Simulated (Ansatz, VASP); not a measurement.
**AlN: VASP beside Ansatz**

File POSCAR:

```
AlN
1.0
    3.1109416400      0.0000000000      0.0000000000
   -1.5554708200      2.6941501800      0.0000000000
    0.0000000000      0.0000000000      5.0798920400
Al N
2 2
Direct
    0.3333000000      0.6667000000      0.0000000000
    0.6666000000      0.3333000000      0.5000000000
    0.3333000000      0.6667000000      0.3820000000
    0.6666000000      0.3333000000      0.8820000000
```

The input INCAR.step1:

```
  PREC = Accurate
  ENCUT = 520
  ISMEAR = -1
  SIGMA = 0.1
  LREAL = F
  LASPH = T
  NELM = 80
  NBANDS = 16
  GGA = PE
  ALGO = Normal
  EDIFF = 1E-4
  LWAVE = T
  LCHARG = F
```

File INCAR.step2:

```
  PREC = Accurate
  ENCUT = 520
  EDIFF = 1E-7
  ISMEAR = -1
  SIGMA = 0.1
  LREAL = F
  LASPH = T
  NELM = 80
  ALGO = Normal
  ISIF = 2
  LWAVE = F
  LCHARG = F
  METAGGA = R2SCAN
  LMIXTAU = T
  NBANDS = 16
  ISTART = 1
```

File KPOINTS:

```
Automatic mesh
0
Gamma
  9 9 5
```

Input for Ansatz:

```yaml
crystal:
  lattice:
    - [3.11094164, 0.0, 0.0]
    - [-1.55547082, 2.69415018, 0.0]
    - [0.0, 0.0, 5.07989204]
  atoms:
    - { symbol: Al, position: [0.3333, 0.6667, 0.0] }
    - { symbol: Al, position: [0.6666, 0.3333, 0.5] }
    - { symbol: "N", position: [0.3333, 0.6667, 0.382] }
    - { symbol: "N", position: [0.6666, 0.3333, 0.882] }
  symmetry: { tolerance: 0.0003 }
kpoints:
  mp_grid: { grid: [9, 9, 5], shift: [0, 0, 0] }
  band_path:
    path:
      - [0.0, 0.0, 0.0]
      - [0.5000003, -4.0e-07, 0.0]
      - [0.33333353, 0.33333273, 0.0]
      - [0.0, 0.0, 0.0]
      - [0.0, 0.0, 0.5]
      - [0.5000003, -4.0e-07, 0.5]
      - [0.33333353, 0.33333273, 0.5]
      - [0.0, 0.0, 0.5]
      - [0.5000003, -4.0e-07, 0.5]
      - [0.5000003, -4.0e-07, 0.0]
      - [0.33333353, 0.33333273, 0.5]
    npoints: 6
magnetization:
  spin_polarized: false
scf:
  occupations: { method: fermi_dirac }
  lower_state_search: "off"
  max_iter: 200
hamiltonian:
  pseudopotentials: { kind: paw }
  xc: r2scan
basis:
  ecutwfc: 500
  fft_grid_basis: typed
output:
  forces: true
  stress: true
  eigenvalues: true
  bader: true
  populations: true
  elf: true
  write_potential: true
  volumetric_format: npy
  dos:
    e_range: [-12, 8]
    de: 0.05
    projected: { site_lists: { Al: [Al], "N": ["N"] } }
checkpoint:
  read: saved_state
```

Alike in both runs: task single point; functional r2SCAN; k mesh 9 × 9 × 5; no spin polarisation.

|  | VASP | Ansatz |
| --- | --- | --- |
| version | VASP 6.6.1 | Ansatz 0.2.0 |
| potentials or method | VASP PAW PBE potentials, release 64 (Al, N), cutoff 520 eV | PAW plane waves |
| occupations | fermi-dirac, width 0.1 eV | fermi-dirac |
| valence electrons in the cell | 16 | 16 |

|  | VASP | Ansatz | Ansatz less VASP |
| --- | --- | --- | --- |
| gap on the k mesh at the Fermi level (eV) | 4.74 | 4.70 | -0.040 |
| pressure (GPa) | -4.7 | -4.3 | +0.39 |
| traceless stress, the component that is largest in VASP (GPa) | -4.82 | -4.78 | +0.042 |
| rms of the force components (eV/Å) | 0.120 | 0.119 | -0.0007 |

VASP's potentials were made for PBE, not for r2SCAN. Atom by atom the forces differ by 0.002 eV/Å (rms over components). Ansatz's warnings: structure snapped to symmetry.
